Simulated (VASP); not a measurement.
**GaF: single point with PBE**

GaF:

```
CELL_PARAMETERS angstrom
0.00000 2.80777 2.80777
2.80777 0.00000 2.80777
2.80777 2.80777 0.00000
ATOMIC_POSITIONS crystal
Ga 0.25000 0.25000 0.25000
F 0.00000 0.00000 0.00000
```

```
Program                : VASP 6.6.1
Task                   : single point
Functional             : PBE
Potentials or basis    : VASP PAW PBE potentials, release 64 (Ga_d, F)
Cutoff                 : 520 eV
k mesh                 : 8 × 8 × 8
Occupations            : fermi-dirac, width 0.05 eV
Spin                   : no spin polarisation
Dipole correction      : no
Further INCAR settings : ALGO = Normal; EDIFF = 1e-06; NBANDS = 17
```

| Item | Value |
| --- | --- |
| Pressure | 1.1 GPa |
| Band gap on the k mesh | 2.10 eV, indirect (least direct gap 2.11 eV) |

Levels at points of the mesh, in eV from the valence-band top:
```csv
k point,band 6,band 7,band 8,band 9,band 10,band 11,band 12,band 13,band 14,band 15
"(0.00, 0.00, 0.00)",-13.51,-4.10,-3.53,-3.53,-3.53,6.57,6.57,6.57,10.11,13.65
"(0.50, 0.00, 0.00)",-13.49,-5.46,-3.68,-3.68,-1.11,2.66,6.48,6.48,10.58,12.47
"(0.50, 0.50, 0.00)",-13.49,-5.38,-3.97,-3.97,-0.01,2.10,6.14,6.14,7.52,11.10
```

Wall time 39 s on 1 thread of Intel Xeon 6975P-C, on a shared host, peak memory 0.17 GiB.

A k mesh can miss the band edges.
